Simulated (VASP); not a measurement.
# HgTe in VASP: further runs, part 2 of 2

VASP 6.6.1.

## 3. Single point, LDA (equal xy, yz and zx shear strains of -3 %)

The input, INCAR:

```
SYSTEM = HgTe
ALGO = Normal ; EDIFF = 1E-6
ENCUT = 520 ; GGA = CA
ISIF = 2 ; ISMEAR = -1
LASPH = .True. ; LCHARG = .False.
LREAL = .False. ; LWAVE = .False.
NBANDS = 16 ; NELM = 60
PREC = Accurate ; SIGMA = 0.08
```

The input, KPOINTS:

```
k-points
0
Gamma
  10 10 10
  0 0 0
```

The input, POSCAR:

```
HgTe
1.0
   -0.0876450000      2.8776775000      2.8776775000
    2.8776775000     -0.0876450000      2.8776775000
    2.8776775000      2.8776775000     -0.0876450000
Hg Te
1 1
Direct
    0.0000000000      0.0000000000      0.0000000000
    0.5000000000      0.5000000000      0.5000000000
```

Potentials or basis: VASP PAW LDA potentials, release 64 (Hg, Te).

Started as:

```
$ cat potpaw_LDA.64/Hg/POTCAR potpaw_LDA.64/Te/POTCAR > POTCAR
$ mpirun -np 1 vasp_std > vasp.out
```

OUTCAR:

```text
SYSTEM = HgTe
   EDIFF = 1E-6
   ENCUT = 520
   GGA = CA
   ISIF = 2
   ISMEAR = -1
   LASPH = .True.
   LREAL = .False.
   NELM = 60
   PREC = Accurate

 ion  position               nearest neighbor table
   1  0.000  0.000  0.000-   2 2.92   2 2.92   2 2.92   2 2.92   2 2.92   2 2.92
   2  0.500  0.500  0.500-   1 2.92   1 2.92   1 2.92   1 2.92   1 2.92   1 2.92

  LATTYP: Found a trigonal (rhomboedric) cell.
 ALAT       =     4.0705942114
 COS(alpha) =     0.4693254694

  Lattice vectors:

 A1 = (  -0.0876450000,   2.8776775000,   2.8776775000)
 A2 = (   2.8776775000,  -0.0876450000,   2.8776775000)
 A3 = (   2.8776775000,   2.8776775000,  -0.0876450000)

Analysis of symmetry for initial positions (statically):
=====================================================================
 Subroutine PRICEL returns:
 Original cell was already a primitive cell.

 Routine SETGRP: Setting up the symmetry group for a
 trigonal (rhombohedral) supercell.

 Subroutine GETGRP returns: Found 12 space group operations
 (whereof 12 operations were pure point group operations)
 out of a pool of 12 trial point group operations.

The static configuration has the point symmetry D_3d.

Analysis of symmetry for dynamics (positions and initial velocities):
=====================================================================
 Subroutine PRICEL returns:
 Original cell was already a primitive cell.

 Routine SETGRP: Setting up the symmetry group for a
 trigonal (rhombohedral) supercell.

 Subroutine GETGRP returns: Found 12 space group operations
 (whereof 12 operations were pure point group operations)
 out of a pool of 12 trial point group operations.

The dynamic configuration has the point symmetry D_3d.

 Subroutine INISYM returns: Found 12 space group operations
[... 105 lines left out ...]
   POTIM  = 0.5000    time-step for ionic-motion
   TEBEG  =    0.0;   TEEND  =   0.0 temperature during run
   PSTRESS=    0.0 pullay stress
   NELECT =      18.0000    total number of electrons
   NUPDOWN=      -1.0000    fix difference up-down
   EMIN   =  10.00;   EMAX   =-10.00  energy-range for DOS
   EFERMI =   0.00;   METHOD = LEGACY
   ISMEAR =    -1;   SIGMA  =   0.08  broadening in eV -4-tet -1-fermi 0-gaus
   EFERMI_NEDOS =   21; number of points for ismear=-14 and -15
   IALGO  =     38    algorithm
   IMIX   =      4    mixing-type and parameters
     AMIX     =   0.40;   BMIX     =  1.00
     AMIX_MAG =   1.60;   BMIX_MAG =  1.00
  volume/ion in A,a.u.               =      24.92       168.16
  Fermi-wavevector in a.u.,A,eV,Ry     =   1.165866  2.203167 18.493620  1.359243
  Thomas-Fermi vector in A             =   2.302386
   LORBIT       =      0    0 simple, 1 ext, 2 COOP (PROOUT), +10 PAW based schemes
   GGA     = CA    functional components
   LHFCALC =     F    Hartree Fock is set to
   AEXX    =    0.0000 exact exchange contribution
   IVDW    =     0    specifies the selected vdW correction
   LEPSILON=     F    determine dielectric tensor
   LRPA    =     F    only Hartree local field effects (RPA)
 non-spin polarized calculation
  energy-cutoff  :      520.00
  volume of cell :       49.84
 maximum number of plane-waves:      1360
   NGX = 15   NGY = 15   NGZ = 15

 number of electron      18.0000002 magnetization

 Free energy of the ion-electron system (eV)
  ---------------------------------------------------
  ext. energy  EPLUGINS =         0.00000000
  ---------------------------------------------------
  free energy    TOTEN  =        -4.88978400 eV

  energy without entropy =       -4.87682274  energy(sigma->0) =       -4.88330337

 E-fermi :   5.7914     XC(G=0): -10.7544

 val. band max:        5.7704178382   @ k =   0.5000   0.1000   0.0000
 cond. band min:       5.8079112166   @ k =   0.3000   0.2000   0.2000
 fundamental gap:      0.0374933784
 Fermi energy:         5.7913934804

 k-point     1 :       0.0000    0.0000    0.0000
  band No.  band energies     occupation
      1      -7.2766      2.00000
      2      -1.4653      2.00000
      3      -1.4653      2.00000
      4      -1.4147      2.00000
      5      -1.4147      2.00000
      6      -1.3583      2.00000
[... 433 lines left out ...]
      3      -1.5609      2.00000
      4      -1.4268      2.00000
      5      -1.1577      2.00000
      6      -1.1230      2.00000
[... 8 lines left out ...]
     15      18.0646      0.00000
     16      18.1820      0.00000

 [... further k-points ...]
[... 5 lines left out ...]
  --------------------------------------------------------------------------------------
  -------------------------------------------------------------------------------------
  Total        1.3790425      1.3790425      1.3790425      0.1750441      0.1750441      0.1750441
  in kB       44.3339837     44.3339837     44.3339837      5.6273856      5.6273856      5.6273856
  external PRESSURE =      44.3339837 kB  Pullay stress =       0.0000000 kB

 VOLUME and BASIS-vectors are now :
 -----------------------------------------------------------------------------
  energy-cutoff  :      520.00
  volume of cell :       49.84
      direct lattice vectors                 reciprocal lattice vectors
    -0.087645000  2.877677500  2.877677500    -0.166008264  0.171223184  0.171223184
     2.877677500 -0.087645000  2.877677500     0.171223184 -0.166008264  0.171223184
     2.877677500  2.877677500 -0.087645000     0.171223184  0.171223184 -0.166008264

 POSITION                                       TOTAL-FORCE (eV/Angst)
 -----------------------------------------------------------------------------------
      0.00000      0.00000      0.00000        -0.000000      0.000000     -0.000000
      2.83385      2.83385      2.83385         0.000000     -0.000000      0.000000
 -----------------------------------------------------------------------------------
    total drift:                               -0.000000      0.000000      0.000000

  FREE ENERGIE OF THE ION-ELECTRON SYSTEM (eV)
  ---------------------------------------------------
  free  energy   TOTEN  =        -4.8897840001 eV

  energy  without entropy=       -4.8768227448  energy(sigma->0) =       -4.88330337
```

OSZICAR:

```text
N       E                     dE             d eps       ncg     rms          rms(c)
DAV:   1     0.105715176877E+03    0.10572E+03   -0.84432E+03  3768   0.101E+03
DAV:   2    -0.181807520371E+01   -0.10753E+03   -0.10018E+03  4392   0.237E+02
DAV:   3    -0.509959014339E+01   -0.32815E+01   -0.32729E+01  4536   0.426E+01
DAV:   4    -0.512193793910E+01   -0.22348E-01   -0.22346E-01  4656   0.344E+00
DAV:   5    -0.512229802459E+01   -0.36009E-03   -0.36008E-03  4744   0.395E-01    0.992E+00
DAV:   6    -0.490328911512E+01    0.21901E+00   -0.43110E-01  4648   0.915E+00    0.740E+00
DAV:   7    -0.489221765520E+01    0.11071E-01   -0.76050E-02  4592   0.198E+00    0.229E+00
DAV:   8    -0.489004755063E+01    0.21701E-02   -0.82684E-03  4184   0.109E+00    0.538E-01
DAV:   9    -0.488978465284E+01    0.26290E-03   -0.45005E-04  4888   0.234E-01    0.774E-02
DAV:  10    -0.488978319252E+01    0.14603E-05   -0.36131E-05  4512   0.506E-02    0.378E-02
DAV:  11    -0.488978400009E+01   -0.80757E-06   -0.45661E-06  4744   0.150E-02
   1 F= -.48897840E+01 E0= -.48833034E+01  d E =-.129613E-01
```

It took 83 s on 1 thread of Intel Xeon Platinum 8488C (Sapphire Rapids), shared host; peak memory 0.22 GiB.

What came out:

```
Free energy            : -4.8898 eV
Pressure               : 4.4 GPa
Band gap on the k mesh : zero (band 9 reaches 6.28 eV, above the bottom of band 10 at 3.16 eV)
```

Caveat: the cell differs from its parent crystal (equal xy, yz and zx shear strains of -3 %); spin-orbit coupling is left out, which moves the levels of the heavy elements.

## 4. Single point, LDA (equal xy, yz and zx shear strains of -1 %)

The input, INCAR:

```
  ALGO = Normal
  EDIFF = 1E-6
  ENCUT = 520
  ISIF = 2
  ISMEAR = -1
  LASPH = T
  LCHARG = F
  LREAL = F
  LWAVE = F
  NBANDS = 16
  NELM = 80
  PREC = Accurate
  SIGMA = 0.08
```

The input, KPOINTS:

```
k-points
0
Gamma
  10 10 10
```

The input, POSCAR:

```
HgTe
1.0
   -0.0292150000      2.9068925000      2.9068925000
    2.9068925000     -0.0292150000      2.9068925000
    2.9068925000      2.9068925000     -0.0292150000
Hg Te
1 1
Direct
    0.0000000000      0.0000000000      0.0000000000
    0.5000000000      0.5000000000      0.5000000000
```

Started as:

```
$ cat potpaw_LDA.64/Hg/POTCAR potpaw_LDA.64/Te/POTCAR > POTCAR
$ mpirun -np 1 vasp_std > vasp.out
```

It took 66 s on 1 thread of Intel Xeon Platinum 8488C (Sapphire Rapids), shared host; peak memory 0.22 GiB.

It converged, with:

```yaml
Free_energy: -4.8978 eV
Pressure: 4.4 GPa
Band_gap_on_the_k_mesh: zero (band 9 reaches 6.24 eV, above the bottom of band 10 at 3.02 eV)
```

Stress tensor (GPa, compression positive):
```
4.40 0.19 0.19
0.19 4.40 0.19
0.19 0.19 4.40
```

Levels at points of the mesh, in eV from the Fermi level:
```tsv
k point	band 5	band 6	band 7	band 8	band 9	band 10	band 11	band 12	band 13	band 14
(0.00, 0.00, 0.00)	-7.19	-7.17	-0.95	-0.95	-0.81	-0.47	7.65	7.65	7.79	7.85
(0.50, 0.00, 0.00)	-6.96	-6.94	-6.09	0.44	0.45	2.42	3.69	3.81	4.35	10.73
(0.50, 0.50, 0.00)	-6.84	-6.00	-5.19	-2.99	-2.88	-2.76	4.64	9.77	9.79	10.46
(0.50, 0.50, 0.50)	-6.94	-6.94	-6.02	0.40	0.40	2.30	3.62	3.62	4.20	10.85
```

Caveat: the cell differs from its parent crystal (equal xy, yz and zx shear strains of -1 %); spin-orbit coupling is left out, which moves the levels of the heavy elements.

## 5. Single point, LDA (equal xy, yz and zx shear strains of +2 %)

The input, INCAR:

```
SYSTEM = HgTe
ALGO = Normal ; EDIFF = 1E-6
ENCUT = 520 ; GGA = CA
ISIF = 2 ; ISMEAR = -1
LASPH = .TRUE. ; LCHARG = .FALSE.
LREAL = .FALSE. ; LWAVE = .FALSE.
NBANDS = 16 ; NELM = 80
PREC = Accurate ; SIGMA = 0.08
```

The input, KPOINTS:

```
k-points
0
G
  10 10 10
  0 0 0
```

The input, POSCAR:

```
HgTe
1.0
    0.0584300000      2.9507150000      2.9507150000
    2.9507150000      0.0584300000      2.9507150000
    2.9507150000      2.9507150000      0.0584300000
Hg Te
1 1
Direct
    0.0000000000      0.0000000000      0.0000000000
    0.5000000000      0.5000000000      0.5000000000
```

Started as:

```
$ cat potpaw_LDA.64/Hg/POTCAR potpaw_LDA.64/Te/POTCAR > POTCAR
$ mpirun -np 1 vasp_std > vasp.out
```

It took 75 s on 1 thread of Intel Xeon Platinum 8488C (Sapphire Rapids), shared host; peak memory 0.23 GiB.

Results (log left out):

```
Free energy            : -4.8947 eV
Pressure               : 4.4 GPa
Band gap on the k mesh : zero (band 9 reaches 6.30 eV, above the bottom of band 10 at 3.09 eV)
```

Stress tensor (GPa, compression positive):
```
 4.41 -0.39 -0.39
-0.39  4.41 -0.39
-0.39 -0.39  4.41
```

Levels at points of the mesh, in eV from the Fermi level:
| k point | band 7 | band 8 | band 9 | band 10 | band 11 | band 12 |
| --- | --- | --- | --- | --- | --- | --- |
| (0.00, 0.00, 0.00) | -1.11 | -0.81 | -0.81 | -0.48 | 7.46 | 7.76 |
| (0.50, 0.00, 0.00) | -6.04 | 0.39 | 0.42 | 2.31 | 3.56 | 3.77 |
| (0.50, 0.50, 0.00) | -5.20 | -2.99 | -2.94 | -2.70 | 4.64 | 9.68 |
| (0.50, 0.50, 0.50) | -6.18 | 0.51 | 0.51 | 2.59 | 3.91 | 3.91 |

Caveat: the cell differs from its parent crystal (equal xy, yz and zx shear strains of +2 %); spin-orbit coupling is left out, which moves the levels of the heavy elements.

## 6. Single point, LDA (volume scaled by 0.98)

The input, INCAR:

```
PREC     = Accurate       # precision mode
ENCUT    = 500            # plane-wave cutoff, eV
EDIFF    = 1E-6           # SCF threshold, eV
ISMEAR   = -1             # smearing method
SIGMA    = 0.08           # smearing width, eV
LREAL    = False          # projectors in reciprocal space
LASPH    = True           # aspherical terms in the spheres
NELM     = 120            # most SCF steps
ALGO     = Normal         # electronic algorithm
ISIF     = 2              # what is computed and relaxed
LWAVE    = False          # write WAVECAR
LCHARG   = False          # write CHGCAR
GGA      = CA             # functional
NBANDS   = 16             # bands
GGA_COMPAT= False
```

The input, KPOINTS:

```
regular mesh
0
Gamma
  10 10 10
```

The input, POSCAR:

```
HgTe
1.0
    0.0000000000      2.9018920266      2.9018920266
    2.9018920266      0.0000000000      2.9018920266
    2.9018920266      2.9018920266      0.0000000000
Hg Te
1 1
Direct
    0.0000000000      0.0000000000      0.0000000000
    0.5000000000      0.5000000000      0.5000000000
```

Potentials or basis: VASP PAW LDA potentials, release 64 (Hg, Te).

Started as:

```
$ cat potpaw_LDA.64/Hg/POTCAR potpaw_LDA.64/Te/POTCAR > POTCAR
$ mpirun -np 1 vasp_std > vasp.out
```

OUTCAR:

```text
PREC = Accurate
   ENCUT = 500
   EDIFF = 1E-6
   ISMEAR = -1
   LREAL = False
   LASPH = True
   NELM = 120
   ISIF = 2
   GGA = CA

 ion  position               nearest neighbor table
   1  0.000  0.000  0.000-   2 2.90   2 2.90   2 2.90   2 2.90   2 2.90   2 2.90
   2  0.500  0.500  0.500-   1 2.90   1 2.90   1 2.90   1 2.90   1 2.90   1 2.90

  LATTYP: Found a face centered cubic cell.
 ALAT       =     5.8037840532

  Lattice vectors:

[... 642 lines left out ...]

------------------------ aborting loop because EDIFF is reached ----------------------------------------

  FORCE on cell =-STRESS in cart. coord.  units (eV):
  Direction    XX          YY          ZZ          XY          YZ          ZX
  --------------------------------------------------------------------------------------
  -------------------------------------------------------------------------------------
  Total        1.9173708      1.9173708      1.9173708      0.0000000      0.0000000      0.0000000
  in kB       62.8554511     62.8554511     62.8554511      0.0000000      0.0000000      0.0000000
  external PRESSURE =      62.8554511 kB  Pullay stress =       0.0000000 kB

 VOLUME and BASIS-vectors are now :
 -----------------------------------------------------------------------------
  energy-cutoff  :      500.00
  volume of cell :       48.87
      direct lattice vectors                 reciprocal lattice vectors
     0.000000000  2.901892027  2.901892027    -0.172301380  0.172301380  0.172301380
     2.901892027  0.000000000  2.901892027     0.172301380 -0.172301380  0.172301380
     2.901892027  2.901892027  0.000000000     0.172301380  0.172301380 -0.172301380

 POSITION                                       TOTAL-FORCE (eV/Angst)
 -----------------------------------------------------------------------------------
      0.00000      0.00000      0.00000        -0.000000      0.000000      0.000000
      2.90189      2.90189      2.90189         0.000000     -0.000000     -0.000000
 -----------------------------------------------------------------------------------
    total drift:                               -0.000000      0.000000      0.000000

  FREE ENERGIE OF THE ION-ELECTRON SYSTEM (eV)
  ---------------------------------------------------
  free  energy   TOTEN  =        -4.8653623861 eV

  energy  without entropy=       -4.8535598548  energy(sigma->0) =       -4.85946112
```

It took 36 s on 1 thread of Intel Xeon Platinum 8375C at 2.90GHz (Ice Lake), shared host; peak memory 0.16 GiB.

Results:

- Free energy: -4.8654 eV
- Pressure: 6.3 GPa
- Band gap on the k mesh: zero (band 9 reaches 6.51 eV, above the bottom of band 10 at 3.13 eV)

Levels at points of the mesh, in eV from the Fermi level:
```tsv
k point	band 6	band 7	band 8	band 9	band 10	band 11	band 12	band 13
(0.00, 0.00, 0.00)	-7.29	-0.94	-0.94	-0.94	-0.36	7.73	7.73	7.73
(0.50, 0.00, 0.00)	-7.04	-6.17	0.46	0.46	2.36	3.68	3.68	4.42
(0.50, 0.50, 0.00)	-6.04	-5.35	-3.02	-2.92	-2.92	4.60	9.92	9.92
```

Caveat: spin-orbit coupling is left out, which moves the levels of the heavy elements.

## 7. The runs side by side

| cell | cutoff (eV) | gap on the mesh (eV) | pressure (GPa) |
| --- | --- | --- | --- |
| a = 4.195 Å, angles 58.0°, 2 atoms | 520 | none | 4.4 |
| a = 4.071 Å, angles 62.0°, 2 atoms | 520 | none | 4.4 |
| a = 4.111 Å, angles 60.7°, 2 atoms | 520 | none | 4.4 |
| a = 4.173 Å, angles 58.7°, 2 atoms | 520 | none | 4.4 |
| a = 4.104 Å, angles 60.0°, 2 atoms | 500 | none | 6.3 |

Alike in all rows: task single point; level LDA; potentials or basis VASP PAW LDA potentials, release 64 (Hg, Te); no spin polarisation; k mesh 10 × 10 × 10; smearing fermi-dirac 0.08 eV.

Caveats: spin-orbit coupling is left out, which moves the levels of the heavy elements.

Total energies depend on the potentials used, so only differences within one code and one set of settings carry meaning.
